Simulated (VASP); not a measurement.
**Lu: single point with PBE**

Crystal: Lu.

```
Lu
1.0
    -1.94825    1.94825    1.94825
     1.94825   -1.94825    1.94825
     1.94825    1.94825   -1.94825
Lu
1
Direct
  0.00000 0.00000 0.00000
```

This isn't the form of Lu at room conditions, which is hcp.

```yaml
Program: VASP 6.6.1
Task: single point
Functional: PBE
Potentials_or_basis: VASP PAW PBE potentials, release 64 (Lu)
Cutoff: 520 eV
k_mesh: 20 × 20 × 20
Occupations: fermi-dirac, width 0.0612256 eV
Spin: no spin polarisation
```

```json
{
 "Pressure": "0.2 GPa",
 "Band gap on the k mesh": "zero (an odd number of electrons rules out a gap without spin polarisation)"
}
```

Levels at points of the mesh, in eV from the Fermi level:
```
           k point  band 10  band 11  band 12  band 13  band 14  band 15
(0.00, 0.00, 0.00)    -5.10    -5.10    -5.08     2.11     2.11     2.11
(0.50, 0.00, 0.00)    -5.11    -5.09    -2.52     0.38     0.43     4.08
(0.50, 0.50, 0.50)    -5.10    -5.10    -1.49    -1.49     5.63     5.63
```

It took 66 s on 1 thread of AMD EPYC 9R45 96-Core Processor (Zen 5) (shared host), peak memory 0.25 GiB.

Caveat: spin-orbit coupling is left out, which moves the levels of the heavy elements.
